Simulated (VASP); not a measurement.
Input of a VASP 6.6.1 run:

INCAR

```
SYSTEM = Ba2MgC6N6O6
PREC = Accurate
ENCUT = 620
EDIFF = 1E-8
ISMEAR = -1
SIGMA = 0.02
LREAL = Auto
LASPH = .True.
NELM = 120
ALGO = Normal
ISIF = 2
LWAVE = .False.
LCHARG = .False.
GGA = PE
LEFG = .True.
NBANDS = 76
GGA_COMPAT = .False.
```

KPOINTS

```
Automatic mesh
0
Gamma
  4 4 4
  0 0 0
```

Contents of POSCAR:

```
Ba2MgC6N6O6
1.0
    3.4897000000      2.0147792344      5.6587000000
   -3.4897000000      2.0147792344      5.6587000000
    0.0000000000     -4.0295584688      5.6587000000
Ba Mg C N O
2 1 6 6 6
Direct
    0.7834300000      0.7834300000      0.7834300000
    0.2165700000      0.2165700000      0.2165700000
    0.0000000000      0.0000000000      0.0000000000
    0.2548000000      0.6230000000      0.3533000000
    0.3533000000      0.2548000000      0.6230000000
    0.6230000000      0.3533000000      0.2548000000
    0.7452000000      0.3770000000      0.6467000000
    0.6467000000      0.7452000000      0.3770000000
    0.3770000000      0.6467000000      0.7452000000
    0.1900000000      0.4708000000      0.5703000000
    0.5703000000      0.1900000000      0.4708000000
    0.4708000000      0.5703000000      0.1900000000
    0.8100000000      0.5292000000      0.4297000000
    0.4297000000      0.8100000000      0.5292000000
    0.5292000000      0.4297000000      0.8100000000
    0.1037100000      0.8288100000      0.3034100000
    0.3034100000      0.1037100000      0.8288100000
    0.8288100000      0.3034100000      0.1037100000
    0.8962900000      0.1711900000      0.6965900000
    0.6965900000      0.8962900000      0.1711900000
    0.1711900000      0.6965900000      0.8962900000
```

Potentials or basis: VASP PAW PBE potentials, release 64 (Ba_sv, Mg_sv, C, N, O).

The run is started by

```sh
$ cat potpaw_PBE.64/Ba_sv/POTCAR potpaw_PBE.64/Mg_sv/POTCAR potpaw_PBE.64/C/POTCAR potpaw_PBE.64/N/POTCAR potpaw_PBE.64/O/POTCAR > POTCAR
$ mpirun -np 1 vasp_std > vasp.out
```

(1) Estimate the largest force.

(2) Estimate the pressure.

Results:

(1) 1.025 eV/Å.

(2) 4.6 GPa.

Caveat: the cell stands under pressure; without QUAD_EFG the Cq values of the log hold for a quadrupole moment of 1 mb, not for the nuclei; forces of over 1 eV/Å act on the atoms, so gaps and moduli don't describe the material at rest.
